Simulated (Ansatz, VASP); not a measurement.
**Pd in VASP and in Ansatz**

```
Pd
1.0
     0.00000    1.94650    1.94650
     1.94650    0.00000    1.94650
     1.94650    1.94650    0.00000
Pd
1
Direct
  0.00000 0.00000 0.00000
```

Alike in both runs: task single point; functional PBEsol; k mesh 8 × 8 × 8; occupations gaussian, width 0.1 eV; no spin polarisation.

|  | VASP | Ansatz |
| --- | --- | --- |
| version | VASP 6.6.1 | Ansatz 0.2.0 |
| potentials or method | VASP PAW PBE potentials, release 64 (Pd), cutoff 500 eV | scalar-relativistic, plane waves, PAW |
| valence electrons in the cell | 10 | 18 |

```tsv
	VASP	Ansatz	Ansatz less VASP
gap on the k mesh at the Fermi level (eV)	none	none	-
pressure (GPa)	-2.0	-1.8	+0.25
```

VASP's potentials were made for PBE, not for PBEsol. A gap of «none» marks a metal or a gap that the smearing closes. The functional is the same, so the differences come from potentials, cutoffs and numerics. VASP's potentials hold 10 valence electrons a cell and Ansatz's 18, so a difference there can come from the potentials and not from the codes.
